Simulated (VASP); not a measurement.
# Na (I-43d) in VASP: a series of runs

Runs on Na. Level: PBEsol. Tasks: single point.

Everything below comes from runs of VASP 6.6.1. Logs are shortened: lines on timing, memory, paths and dates and some standing lists are left out, and cuts for length are marked.

**1. The cell of the first run**

Symmetry: I-43d, No. 220, cubic system. Conventional cell: a = 8.466 Å, b = 8.466 Å, c = 8.466 Å, α = 90.00°, β = 90.00°, γ = 90.00°. Within 4.8 Å of Na (site symmetry 3) lie 14 Na at 3.67 to 4.66 Å.

**2. Single point, PBEsol**

Contents of INCAR:

```
ALGO = Normal
EDIFF = 1E-6
ENCUT = 520
GGA = PS
ISIF = 2
ISMEAR = -1
LASPH = T
LCHARG = T
LELF = T
LREAL = F
LVHAR = T
LWAVE = F
NBANDS = 38
NELM = 100
PREC = Accurate
SIGMA = 0.1
```

Contents of KPOINTS:

```
k-points
0
Gamma
  5 5 5
```

Contents of POSCAR:

```
Na
1.0
   -4.2330130000      4.2330130000      4.2330130000
    4.2330130000     -4.2330130000      4.2330130000
    4.2330130000      4.2330130000     -4.2330130000
Na
8
Direct
    0.5000000000      0.0000000000      0.4513300000
    0.4513300000      0.5000000000      0.0000000000
    0.0000000000      0.9513300000      0.5000000000
    0.9513300000      0.5000000000      0.0000000000
    0.0000000000      0.4513300000      0.5000000000
    0.5000000000      0.0000000000      0.9513300000
    0.5486700000      0.5486700000      0.5486700000
    0.0486700000      0.0486700000      0.0486700000
```

Potentials or basis: VASP PAW PBE potentials, release 64 (Na_pv).

Started as:

```bash
$ cat potpaw_PBE.64/Na_pv/POTCAR > POTCAR
$ mpirun -np 1 vasp_std > vasp.out
```

OUTCAR:

```text
EDIFF = 1E-6
   ENCUT = 520
   GGA = PS
   ISIF = 2
   ISMEAR = -1
   LASPH = T
   LREAL = F
   NELM = 100
   PREC = Accurate

 ion  position               nearest neighbor table
   1  0.500  0.000  0.451-
   2  0.451  0.500  0.000-
   3  0.000  0.951  0.500-
   4  0.951  0.500  0.000-
   5  0.000  0.451  0.500-
   6  0.500  0.000  0.951-
   7  0.549  0.549  0.549-
   8  0.049  0.049  0.049-

  LATTYP: Found a body centered cubic cell.
 ALAT       =     8.4660260000

  Lattice vectors:

 A1 = (  -4.2330130000,   4.2330130000,   4.2330130000)
 A2 = (   4.2330130000,  -4.2330130000,   4.2330130000)
 A3 = (   4.2330130000,   4.2330130000,  -4.2330130000)

Analysis of symmetry for initial positions (statically):
=====================================================================
 Subroutine PRICEL returns:
 Original cell was already a primitive cell.

 Routine SETGRP: Setting up the symmetry group for a
 body centered cubic supercell.

 Subroutine GETGRP returns: Found 24 space group operations
 (whereof  3 operations were pure point group operations)
 out of a pool of 48 trial point group operations.

The static configuration has the point symmetry C_3 .
 The point group associated with its full space group is T_d .

Analysis of symmetry for dynamics (positions and initial velocities):
=====================================================================
 Subroutine PRICEL returns:
 Original cell was already a primitive cell.

 Routine SETGRP: Setting up the symmetry group for a
 body centered cubic supercell.

 Subroutine GETGRP returns: Found 24 space group operations
 (whereof  3 operations were pure point group operations)
 out of a pool of 48 trial point group operations.

The dynamic configuration has the point symmetry C_3 .
 The point group associated with its full space group is T_d .

 Subroutine INISYM returns: Found 24 space group operations
 (whereof  3 operations are pure point group operations),
 and found     1 'primitive' translations

----------------------------------------------------------------------------------------

                                     Primitive cell

  volume of cell :     303.3953

  direct lattice vectors                    reciprocal lattice vectors
    -4.233013000  4.233013000  4.233013000     0.000000000  0.118119174  0.118119174
     4.233013000 -4.233013000  4.233013000     0.118119174  0.000000000  0.118119174
     4.233013000  4.233013000 -4.233013000     0.118119174  0.118119174  0.000000000

  length of vectors
     7.331793585  7.331793585  7.331793585     0.167045738  0.167045738  0.167045738

  position of ions in fractional coordinates (direct lattice)
     0.500000000  0.000000000  0.451330000
     0.451330000  0.500000000  0.000000000
     0.000000000  0.951330000  0.500000000
     0.951330000  0.500000000  0.000000000
     0.000000000  0.451330000  0.500000000
     0.500000000  0.000000000  0.951330000
     0.548670000  0.548670000  0.548670000
     0.048670000  0.048670000  0.048670000

  ion indices of the primitive-cell ions
   primitive index   ion index
                 1           1
                 2           2
                 3           3
                 4           4
                 5           5
                 6           6
                 7           7
                 8           8

----------------------------------------------------------------------------------------

 KPOINTS: k-points

Automatic generation of k-mesh.
 Grid dimensions read from file:
 generate k-points for:    5    5    5

 Generating k-lattice:

  Cartesian coordinates                     Fractional coordinates (reciprocal lattice)
     0.000000000  0.023623835  0.023623835     0.200000000  0.000000000  0.000000000
     0.023623835  0.000000000  0.023623835     0.000000000  0.200000000  0.000000000
     0.023623835  0.023623835  0.000000000     0.000000000  0.000000000  0.200000000

  Length of vectors
     0.033409148  0.033409148  0.033409148

  Shift w.r.t. Gamma in fractional coordinates (k-lattice)
     0.000000000  0.000000000  0.000000000

 Subroutine IBZKPT returns following result:
 ===========================================

 Found     10 irreducible k-points:

 Following reciprocal coordinates:
            Coordinates               Weight
  0.000000  0.000000  0.000000      1.000000
  0.200000  0.000000  0.000000     12.000000
  0.400000  0.000000  0.000000     12.000000
  0.200000  0.200000  0.000000     24.000000
  0.400000  0.200000  0.000000     24.000000
  0.200000  0.200000  0.200000      8.000000
 -0.200000  0.200000  0.200000      6.000000
 -0.400000  0.400000  0.200000     24.000000
 -0.400000 -0.400000  0.200000      8.000000
 -0.400000  0.400000  0.400000      6.000000
   k-points           NKPTS =     10   k-points in BZ     NKDIM =     10   number of bands    NBANDS=     38
   number of dos      NEDOS =    301   number of ions     NIONS =      8
   total plane-waves  NPLWV = 175616
   dimension x,y,z NGX =    56 NGY =   56 NGZ =   56
   dimension x,y,z NGXF=   112 NGYF=  112 NGZF=  112
   ions per type =               8
   NGX,Y,Z   is equivalent  to a cutoff of  12.70, 12.70, 12.70 a.u.
   NGXF,Y,Z  is equivalent  to a cutoff of  25.40, 25.40, 25.40 a.u.
 SYSTEM =  unknown system
   PREC   = accura    normal or accurate (medium, high low for compatibility)
   ISTART =      0    job   : 0-new  1-cont  2-samecut
   ICHARG =      2    charge: 1-file 2-atom 10-const
   ISPIN  =      1    spin polarized calculation?
   LNONCOLLINEAR =      F non collinear calculations
   LSORBIT =      F    spin-orbit coupling
   LASPH  =      T    aspherical Exc in radial PAW
   ENCUT  =  520.0 eV  38.22 Ry    6.18 a.u.  13.63 13.63 13.63*2*pi/ulx,y,z
   NELM   =    100;   NELMIN=  2; NELMDL= -5     # of ELM steps
   EDIFF  = 0.1E-05   stopping-criterion for ELM
   LREAL  =      F    real-space projection
   EDIFFG = 0.1E-04   stopping-criterion for IOM
   NSW    =      0    number of steps for IOM
   IBRION =     -1    ionic relax: 0-MD 1-quasi-New 2-CG
   NFREE  =      0    steps in history (QN), initial steepest desc. (CG)
   ISIF   =      2    stress and relaxation
   ISYM   =      2    0-nonsym 1-usesym 2-fastsym
   POTIM  = 0.5000    time-step for ionic-motion
   TEBEG  =    0.0;   TEEND  =   0.0 temperature during run
   PSTRESS=    0.0 pullay stress
   NELECT =      56.0000    total number of electrons
   NUPDOWN=      -1.0000    fix difference up-down
   EMIN   =  10.00;   EMAX   =-10.00  energy-range for DOS
   EFERMI =   0.00;   METHOD = LEGACY
   ISMEAR =    -1;   SIGMA  =   0.10  broadening in eV -4-tet -1-fermi 0-gaus
   EFERMI_NEDOS =   21; number of points for ismear=-14 and -15
   IALGO  =     38    algorithm
   IMIX   =      4    mixing-type and parameters
     AMIX     =   0.40;   BMIX     =  1.00
     AMIX_MAG =   1.60;   BMIX_MAG =  1.00
  volume/ion in A,a.u.               =      37.92       255.93
  Fermi-wavevector in a.u.,A,eV,Ry     =   0.932112  1.761435 11.821177  0.868832
  Thomas-Fermi vector in A             =   2.058675
   LORBIT       =      0    0 simple, 1 ext, 2 COOP (PROOUT), +10 PAW based schemes
   GGA     = PS    functional components
   LHFCALC =     F    Hartree Fock is set to
   AEXX    =    0.0000 exact exchange contribution
   IVDW    =     0    specifies the selected vdW correction
   LEPSILON=     F    determine dielectric tensor
   LRPA    =     F    only Hartree local field effects (RPA)
 non-spin polarized calculation
  energy-cutoff  :      520.00
  volume of cell :      303.40
 maximum number of plane-waves:      8188
   NGX = 27   NGY = 27   NGZ = 27

 number of electron      56.0000001 magnetization

 Free energy of the ion-electron system (eV)
  ---------------------------------------------------
  ext. energy  EPLUGINS =         0.00000000
  ---------------------------------------------------
  free energy    TOTEN  =       -11.18177610 eV

  energy without entropy =      -11.03429958  energy(sigma->0) =      -11.10803784

 E-fermi :   0.2282     XC(G=0):  -6.4406

 val. band max:        0.2117723363   @ k =   0.4000   0.0000   0.0000
 cond. band min:       0.3717684201   @ k =  -0.4000   0.4000   0.2000
 fundamental gap:      0.1599960839
 Fermi energy:         0.2281512386

 k-point     1 :       0.0000    0.0000    0.0000
  band No.  band energies     occupation
      1     -24.5990      2.00000
      2     -24.5982      2.00000
      3     -24.5982      2.00000
      4     -24.5982      2.00000
      5     -24.5976      2.00000
      6     -24.5976      2.00000
[... 30 lines left out ...]
     37       1.4286      0.00001
     38       4.7356      0.00000

 k-point     2 :       0.2000    0.0000    0.0000
  band No.  band energies     occupation
      1     -24.5983      2.00000
      2     -24.5970      2.00000
      3     -24.5966      2.00000
      4     -24.5963      2.00000
      5     -24.5958      2.00000
      6     -24.5949      2.00000
[... 30 lines left out ...]
     37       2.9766      0.00000
     38       3.5038      0.00000

 k-point     3 :       0.4000    0.0000    0.0000
  band No.  band energies     occupation
      1     -24.5962      2.00000
      2     -24.5943      2.00000
      3     -24.5934      2.00000
      4     -24.5930      2.00000
      5     -24.5923      2.00000
      6     -24.5907      2.00000
[... 30 lines left out ...]
     37       3.4437      0.00000
[... 207 lines left out ...]
 k-point     9 :      -0.4000   -0.4000    0.2000
  band No.  band energies     occupation
      1     -24.5926      2.00000
      2     -24.5903      2.00000
      3     -24.5903      2.00000
      4     -24.5892      2.00000
      5     -24.5873      2.00000
      6     -24.5873      2.00000
[... 30 lines left out ...]
     37       4.7378      0.00000
     38       4.7469      0.00000

 k-point    10 :      -0.4000    0.4000    0.4000
  band No.  band energies     occupation
      1     -24.5901      2.00000
      2     -24.5887      2.00000
      3     -24.5870      2.00000
      4     -24.5870      2.00000
      5     -24.5865      2.00000
      6     -24.5860      2.00000
[... 30 lines left out ...]
     37       4.7280      0.00000
     38       4.7280      0.00000

------------------------ aborting loop because EDIFF is reached ----------------------------------------

  FORCE on cell =-STRESS in cart. coord.  units (eV):
  Direction    XX          YY          ZZ          XY          YZ          ZX
  --------------------------------------------------------------------------------------
  -------------------------------------------------------------------------------------
  Total       -0.4668602     -0.4668602     -0.4668602      0.0000000     -0.0000000     -0.0000000
  in kB       -2.4654073     -2.4654073     -2.4654073      0.0000000     -0.0000000     -0.0000000
  external PRESSURE =      -2.4654073 kB  Pullay stress =       0.0000000 kB

 VOLUME and BASIS-vectors are now :
 -----------------------------------------------------------------------------
  energy-cutoff  :      520.00
  volume of cell :      303.40
      direct lattice vectors                 reciprocal lattice vectors
    -4.233013000  4.233013000  4.233013000     0.000000000  0.118119174  0.118119174
     4.233013000 -4.233013000  4.233013000     0.118119174  0.000000000  0.118119174
     4.233013000  4.233013000 -4.233013000     0.118119174  0.118119174  0.000000000

 POSITION                                       TOTAL-FORCE (eV/Angst)
 -----------------------------------------------------------------------------------
     -0.20602      4.02699      0.20602         0.021112      0.021112     -0.021112
      0.20602     -0.20602      4.02699        -0.021112      0.021112      0.021112
      6.14350     -1.91049      1.91049         0.021112     -0.021112      0.021112
     -1.91049      1.91049      6.14350        -0.021112      0.021112      0.021112
      4.02699      0.20602     -0.20602         0.021112     -0.021112      0.021112
      1.91049      6.14350     -1.91049         0.021112      0.021112     -0.021112
      2.32253      2.32253      2.32253        -0.021112     -0.021112     -0.021112
      0.20602      0.20602      0.20602        -0.021112     -0.021112     -0.021112
 -----------------------------------------------------------------------------------
    total drift:                               -0.000002     -0.000002     -0.000002

  FREE ENERGIE OF THE ION-ELECTRON SYSTEM (eV)
  ---------------------------------------------------
  free  energy   TOTEN  =       -11.1817760979 eV

  energy  without entropy=      -11.0342995829  energy(sigma->0) =      -11.10803784
```

Wall time 46 s (1 thread of Intel Xeon 6975P-C (Granite Rapids), shared host); peak memory 0.42 GiB.

Results:

- Free energy: -11.1818 eV
- Pressure: -0.2 GPa
- Largest force: 0.037 eV/Å
- Band gap on the k mesh: zero (band 28 reaches 1.00 eV, above the bottom of band 29 at -0.78 eV)

Forces on the atoms (eV/Å):
```
Na   0.021  0.021 -0.021
Na  -0.021  0.021  0.021
Na   0.021 -0.021  0.021
Na  -0.021  0.021  0.021
Na   0.021 -0.021  0.021
Na   0.021  0.021 -0.021
Na  -0.021 -0.021 -0.021
Na  -0.021 -0.021 -0.021
```

Caveat: the PAW data sets were made with another functional, which shifts forces and pressure a little.

**3. Single point, PBEsol**

Contents of INCAR:

```
SYSTEM = Na
PREC = Accurate
ENCUT = 520
EDIFF = 1E-6
ISMEAR = -1
SIGMA = 0.1
LREAL = .False.
LASPH = .True.
NELM = 100
ALGO = Normal
ISIF = 2
LWAVE = .False.
LCHARG = .True.
GGA = PS
LELF = .True.
LVHAR = .True.
NBANDS = 38
```

Contents of KPOINTS:

```
regular mesh
0
Gamma
  5 5 5
  0 0 0
```

POSCAR is that of step 2.

Potentials or basis: VASP PAW PBE potentials, release 64 (Na_pv).

Started as:

```bash
$ cat potpaw_PBE.64/Na_pv/POTCAR > POTCAR
$ mpirun -np 1 vasp_std > vasp.out
```

Wall time 49 s (1 thread of Intel Xeon 6975P-C (Granite Rapids), shared host); peak memory 0.42 GiB.

It converged, with:

```yaml
Free_energy: -11.1818 eV
Pressure: -0.2 GPa
Largest_force: 0.037 eV/Å
Band_gap_on_the_k_mesh: zero (band 28 reaches 1.00 eV, above the bottom of band 29 at -0.78 eV)
```

Forces on the atoms (eV/Å):
```
Na   0.021  0.021 -0.021
Na  -0.021  0.021  0.021
Na   0.021 -0.021  0.021
Na  -0.021  0.021  0.021
Na   0.021 -0.021  0.021
Na   0.021  0.021 -0.021
Na  -0.021 -0.021 -0.021
Na  -0.021 -0.021 -0.021
```

Levels at points of the mesh, in eV from the Fermi level:
| k point | band 26 | band 27 | band 28 | band 29 | band 30 | band 31 |
| --- | --- | --- | --- | --- | --- | --- |
| (0.00, 0.00, 0.00) | 0.76 | 0.76 | 0.77 | 0.77 | 0.77 | 0.78 |

Caveat: the PAW data sets were made with another functional, which shifts forces and pressure a little.
